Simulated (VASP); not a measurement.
# LiCl in VASP: a series of runs, part 2 of 2

VASP 6.6.1.

## (4) Single point, PBE

This run uses another cell than the first one, of 21.87 Å³/atom, 0.944 times its volume.

INCAR

```
SYSTEM = LiCl
ALGO = Normal ; EDIFF = 1E-6
ENCUT = 520 ; GGA = PE
ISIF = 2 ; ISMEAR = 0
LASPH = .TRUE. ; LCHARG = .FALSE.
LREAL = .FALSE. ; LWAVE = .FALSE.
NBANDS = 30 ; NELM = 80
PREC = Accurate ; SIGMA = 0.1
```

KPOINTS

```
k-points
0
G
  4 2 2
  0 0 0
```

POSCAR

```
LiCl
1.0
    0.0043122099     -0.0041743043      3.9641306021
    6.6348785807      0.0003344573      0.0074224609
    0.0001253710      6.6514536466     -0.0069908886
Li Cl
4 4
Direct
   -0.0010002157      0.6703446575      0.6717369753
    0.5013814253      0.8293753536      0.1712469087
    0.0001531240      0.3296747276      0.3284485738
    0.4995147461      0.1702875807      0.8287974974
    0.4991353749      0.8082164474      0.8105910645
    0.0016927555      0.6918882142      0.3106250099
    0.5002606288      0.1918924671      0.1891978285
   -0.0011378389      0.3083205519      0.6893561419
```

Potentials or basis: VASP PAW PBE potentials, release 64 (Li_sv, Cl).

Launch:

```console
$ cat potpaw_PBE.64/Li_sv/POTCAR potpaw_PBE.64/Cl/POTCAR > POTCAR
$ mpirun -np 1 vasp_std > vasp.out
```

OUTCAR:

```text
SYSTEM = LiCl
   EDIFF = 1E-6
   ENCUT = 520
   GGA = PE
   ISIF = 2
   ISMEAR = 0
   LASPH = .TRUE.
   LREAL = .FALSE.
   NELM = 80
   PREC = Accurate

 ion  position               nearest neighbor table
   1  0.999  0.670  0.672-   5 2.37   5 2.37   8 2.40   6 2.41
   2  0.501  0.829  0.171-   6 2.37   6 2.37   5 2.40   7 2.41
   3  0.000  0.330  0.328-   7 2.37   7 2.37   8 2.40   6 2.41
   4  0.500  0.170  0.829-   8 2.37   8 2.37   7 2.40   5 2.41
   5  0.499  0.808  0.811-   1 2.37   1 2.37   2 2.40   4 2.41
   6  0.002  0.692  0.311-   2 2.37   2 2.37   3 2.41   1 2.41
   7  0.500  0.192  0.189-   3 2.37   3 2.37   4 2.40   2 2.41
   8  0.999  0.308  0.689-   4 2.37   4 2.37   3 2.40   1 2.40

  LATTYP: Found a triclinic cell.
 ALAT       =     7.7359742152
 B/A-ratio  =     1.2144802978
 C/A-ratio  =     0.5124286916
 COS(alpha) =     0.0000686222
 COS(beta)  =     0.5106196315
 COS(gamma) =     0.6087902598

  Lattice vectors:

 A1 = (  -0.0044375809,  -6.6472793423,  -3.9571397135)
[... 180 lines left out ...]
 cond. band min:       4.3676083445   @ k =   0.0000   0.0000   0.0000
 fundamental gap:      5.9020860087
 Fermi energy:        -0.9570232202

 k-point     1 :       0.0000    0.0000    0.0000
  band No.  band energies     occupation
      1     -44.4761      2.00000
      2     -44.4747      2.00000
      3     -44.4735      2.00000
      4     -44.4726      2.00000
      5     -14.2094      2.00000
      6     -13.9288      2.00000
[... 385 lines left out ...]
     29       9.5488      0.00000
     30       9.5501      0.00000

------------------------ aborting loop because EDIFF is reached ----------------------------------------

  FORCE on cell =-STRESS in cart. coord.  units (eV):
  Direction    XX          YY          ZZ          XY          YZ          ZX
  --------------------------------------------------------------------------------------
  -------------------------------------------------------------------------------------
  Total       -0.0822206     -0.0550088     -0.1640822      0.0012860      0.0217203     -0.0209499
  in kB       -0.7529995     -0.5037863     -1.5027114      0.0117774      0.1989210     -0.1918651
  external PRESSURE =      -0.9198324 kB  Pullay stress =       0.0000000 kB

 VOLUME and BASIS-vectors are now :
 -----------------------------------------------------------------------------
  energy-cutoff  :      520.00
  volume of cell :      174.94
      direct lattice vectors                 reciprocal lattice vectors
     0.004312210 -0.004174304  3.964130602    -0.000282221  0.000265141  0.252262709
     6.634878581  0.000334457  0.007422461     0.150718842 -0.000003013 -0.000163956
     0.000125371  6.651453647 -0.006990889    -0.000007756  0.150343242  0.000158323

 POSITION                                       TOTAL-FORCE (eV/Angst)
 -----------------------------------------------------------------------------------
      4.45205      4.46408      3.96045         0.001492     -0.000908      0.002205
      5.50499      1.13723      1.99250         0.001144      0.006555     -0.005577
      2.18739      2.18477      0.00076        -0.001696     -0.002628      0.001082
      1.13210      5.51068      1.97561         0.005582     -0.009363      0.001387
      5.36467      5.38980      1.97897        -0.000244     -0.002527      0.001760
      4.59064      2.06633      0.00967        -0.000644     -0.001528      0.000825
      1.27536      1.25642      1.98320        -0.002053      0.006380     -0.000033
      2.05006      4.58115      3.95709        -0.003581      0.004019     -0.001648
 -----------------------------------------------------------------------------------
    total drift:                               -0.000030      0.000029     -0.000021

  FREE ENERGIE OF THE ION-ELECTRON SYSTEM (eV)
  ---------------------------------------------------
  free  energy   TOTEN  =       -29.6933660591 eV

  energy  without entropy=      -29.6933660591  energy(sigma->0) =      -29.69336606
```

OSZICAR:

```text
N       E                     dE             d eps       ncg     rms          rms(c)
DAV:   1     0.319677292997E+03    0.31968E+03   -0.17298E+04   720   0.128E+03
DAV:   2     0.121205089651E+02   -0.30756E+03   -0.29412E+03   878   0.291E+02
DAV:   3    -0.232441991107E+02   -0.35365E+02   -0.35215E+02   948   0.940E+01
DAV:   4    -0.297741954918E+02   -0.65300E+01   -0.65076E+01  1384   0.286E+01
DAV:   5    -0.302105990327E+02   -0.43640E+00   -0.43637E+00  1028   0.759E+00    0.472E+00
DAV:   6    -0.296409157245E+02    0.56968E+00   -0.12986E+00   976   0.462E+00    0.359E+00
DAV:   7    -0.296404715177E+02    0.44421E-03   -0.42234E-01  1116   0.234E+00    0.214E+00
DAV:   8    -0.296883767748E+02   -0.47905E-01   -0.61575E-02   866   0.129E+00    0.353E-01
DAV:   9    -0.296904148965E+02   -0.20381E-02   -0.64975E-03  1104   0.344E-01    0.132E-01
DAV:  10    -0.296932973285E+02   -0.28824E-02   -0.30460E-03   866   0.283E-01    0.287E-02
DAV:  11    -0.296933459285E+02   -0.48600E-04   -0.11411E-04  1096   0.521E-02    0.110E-02
DAV:  12    -0.296933638914E+02   -0.17963E-04   -0.18870E-05   882   0.229E-02    0.430E-03
DAV:  13    -0.296933657535E+02   -0.18621E-05   -0.26566E-06   952   0.738E-03    0.141E-03
DAV:  14    -0.296933660591E+02   -0.30563E-06   -0.21466E-07   704   0.269E-03
   1 F= -.29693366E+02 E0= -.29693366E+02  d E =-.163317E-16
```

Run time: 45 s. Hardware: 1 thread of AMD EPYC 7R13 (Zen 3), shared host; peak memory 0.23 GiB.

Results:

| Quantity | Value |
| --- | --- |
| Free energy | -29.6934 eV |
| Largest force | 0.011 eV/Å |
| Band gap on the k mesh | 5.90 eV, direct |

Forces on the atoms (eV/Å):
```
Li   0.001 -0.001  0.002
Li   0.001  0.007 -0.006
Li  -0.002 -0.003  0.001
Li   0.006 -0.009  0.001
Cl   0.000 -0.003  0.002
Cl  -0.001 -0.002  0.001
Cl  -0.002  0.006  0.000
Cl  -0.004  0.004 -0.002
```

Caveat: the k points lie up to 0.47 Å⁻¹ apart; the cutoff is under 1.25 times the usual one of these potentials, so pressure, stress and relaxed cells hold a basis-set (Pulay) error.

## (5) Single point, PBE

This run uses another cell than the first one, of 15.89 Å³/atom, 0.686 times its volume.

INCAR

```
SYSTEM = LiCl
PREC = Accurate
ENCUT = 520
EDIFF = 1E-6
ISMEAR = 0
SIGMA = 0.1
LREAL = .False.
LASPH = .True.
NELM = 100
ALGO = Normal
ISIF = 2
LWAVE = .False.
LCHARG = .False.
GGA = PE
NBANDS = 30
```

KPOINTS

```
regular mesh
0
Gamma
  4 4 6
  0 0 0
```

POSCAR

```
LiCl
1.0
    5.9934171700      0.0000000000      0.0000000000
    0.0000000000      5.9934171700      0.0000000000
    0.0000000000      0.0000000000      3.5398229300
Li Cl
4 4
Direct
    0.6823628100      0.6823628100      0.0000000000
    0.8176371900      0.1823628100      0.5000000000
    0.3176371900      0.3176371900      0.0000000000
    0.1823628100      0.8176371900      0.5000000000
    0.8176371900      0.8176371900      0.5000000000
    0.6823628100      0.3176371900      0.0000000000
    0.1823628100      0.1823628100      0.5000000000
    0.3176371900      0.6823628100      0.0000000000
```

Launch:

```console
$ cat potpaw_PBE.64/Li_sv/POTCAR potpaw_PBE.64/Cl/POTCAR > POTCAR
$ mpirun -np 1 vasp_std > vasp.out
```

It took 71 s on 1 thread of AMD EPYC 7R13 (Zen 3), shared host; peak memory 0.23 GiB.

It converged, with:

| Property | Result |
| --- | --- |
| Free energy | -27.9258 eV |
| Largest force | 0.302 eV/Å |
| Band gap on the k mesh | 6.75 eV, direct |

Forces in eV/Å, atoms in the order of the input:
```
Li  -0.174 -0.174  0.000
Li   0.174 -0.174  0.000
Li   0.174  0.174  0.000
Li  -0.174  0.174  0.000
Cl  -0.213 -0.213  0.000
Cl   0.213 -0.213  0.000
Cl   0.213  0.213  0.000
Cl  -0.213  0.213  0.000
```

Levels at points of the mesh, in eV from the valence-band top:
```csv
k point,band 18,band 19,band 20,band 21,band 22,band 23
"(0.00, 0.00, 0.00)",-0.20,0.00,0.00,6.75,8.35,8.89
"(0.50, 0.00, 0.00)",-0.50,-0.37,-0.37,7.78,7.78,8.59
"(0.50, 0.50, 0.00)",-0.76,-0.46,-0.46,7.72,7.72,7.90
"(0.00, 0.00, 0.50)",-1.11,-0.86,-0.86,8.18,8.18,9.36
"(0.50, 0.00, 0.50)",-1.06,-0.43,-0.43,8.03,8.03,8.44
"(0.50, 0.50, 0.50)",-0.87,-0.79,-0.79,7.07,7.07,8.33
```

Caveat: the cutoff is under 1.25 times the usual one of these potentials, so pressure, stress and relaxed cells hold a basis-set (Pulay) error. As with any semilocal functional, this PBE gap is likely too small.

## (6) Overview

| cell | k mesh | smearing | gap on the mesh (eV) | largest force (eV/Å) |
| --- | --- | --- | --- | --- |
| a = 6.812, b = 6.812, c = 3.994 Å, 8 atoms | 4 × 4 × 6 | gaussian 0.02 eV | 5.75 | - |
| a = 3.950, b = 6.653, c = 6.653 Å, 8 atoms | 4 × 2 × 2 | gaussian 0.1 eV | 5.91 | - |
| a = 3.964, b = 6.635, c = 6.651 Å, angles 90.0, 90.1, 89.9°, 8 atoms | 4 × 2 × 2 | gaussian 0.1 eV | 5.90 | 0.01 |
| a = 5.993, b = 5.993, c = 3.540 Å, 8 atoms | 4 × 4 × 6 | gaussian 0.1 eV | 6.75 | 0.30 |

Alike in all rows: task single point; level PBE; potentials or basis VASP PAW PBE potentials, release 64 (Li_sv, Cl); no spin polarisation; cutoff (eV) 520.

Caveats: some runs use coarse meshes; the cutoff is under 1.25 times the usual one of these potentials, so pressure, stress and relaxed cells hold a basis-set (Pulay) error.

Absolute energies hang on the potentials; compare differences alone.
